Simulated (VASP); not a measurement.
Crystal: Mn.

```
Mn
1.0
    -1.40509    1.40509    1.40509
     1.40509   -1.40509    1.40509
     1.40509    1.40509   -1.40509
Mn
1
Direct
  0.00000 0.00000 0.00000
```

Base run:

```yaml
Program: VASP 6.6.1
Functional: revPBE
Potentials_or_basis: VASP PAW PBE potentials, release 64 (Mn_pv)
Cutoff: 500 eV
k_mesh: 26 × 26 × 26
Occupations: fermi-dirac, width 0.05 eV
Spin: collinear spin, ferromagnetic start
Starting_moments: "[-0.842] μB"
```

Its results: pressure 0.6 GPa; net moment -0.91 μB per cell; site moments Mn -0.91 μB.

Question: The run is repeated on the same cell with these changes: k mesh from 26 × 26 × 26 to 15 × 15 × 15; moments at the start from [-0.84] to [3.0]. What comes out?

Answer: Pressure -0.8 GPa; net moment 0.85 μB per cell; site moments Mn +0.85 μB.

Caveats: the PAW data sets were made with another functional, which shifts forces and pressure a little.
